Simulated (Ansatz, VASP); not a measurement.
## One calculation of In, two programs

```
In
1.0
     3.30687    0.00000    0.00000
    -1.65343    2.86383    0.00000
     0.00000    0.00000    5.37454
In
2
Cartesian
  0.0000 1.9092 1.3436
  1.6534 0.9546 4.0309
```

Alike in both runs: task single point; functional PBE; k mesh 12 × 12 × 7; occupations fermi-dirac, width 0.1 eV; no spin polarisation.

|  | VASP | Ansatz |
| --- | --- | --- |
| version | VASP 6.6.1 | Ansatz 0.2.0 |
| potentials or method | VASP PAW PBE potentials, release 64 (In_d), cutoff 520 eV | plane waves (420 eV) with PAW, scalar-relativistic |
| valence electrons in the cell | 26 | 26 |

```csv
,VASP,Ansatz,Ansatz less VASP
pressure (GPa),3.5,3.6,+0.03
"traceless stress, the component that is largest in VASP (GPa)",-0.47,-0.46,+0.002
```

The functional is the same, so the differences come from potentials, cutoffs and numerics.
